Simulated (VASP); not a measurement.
A run of VASP 6.6.1 is set up as follows.

File INCAR:

```
  PREC = Accurate
  ENCUT = 520
  EDIFF = 1E-6
  ISMEAR = 0
  SIGMA = 0.15
  LREAL = F
  LASPH = T
  NELM = 100
  ALGO = Fast
  ISIF = 2
  LWAVE = F
  LCHARG = F
  GGA = CA
  NBANDS = 10
```

KPOINTS

```
Automatic mesh
0
Gamma
  20 20 20
```

The input POSCAR:

```
Ir
1.0
   -0.1047973331      1.8006087226      1.8006087226
    1.8006087226     -0.1047973331      1.8006087226
    1.9054060557      1.9054060557     -0.2095946661
Ir
1
Direct
    0.0000000000      0.0000000000      0.0000000000
```

Potentials or basis: VASP PAW LDA potentials, release 64 (Ir).

Launch:

```sh
$ cat potpaw_LDA.64/Ir/POTCAR > POTCAR
$ mpirun -np 1 vasp_std > vasp.out
```

Problem. Estimate the band gap on the k mesh.

Solution. Zero (an odd number of electrons rules out a gap without spin polarisation).

Problem. Predict the pressure.

Solution. 15.7 GPa.

Stress tensor (GPa, compression positive):
```
12.27  1.07 30.88
 1.07 12.27 30.88
30.88 30.88 22.48
```

Caveat: the cell differs from its parent crystal (engineering shear strain xz -0.1100, engineering shear strain yz -0.1100); the cell stands under pressure; spin-orbit coupling is left out, which moves the levels of the heavy elements.
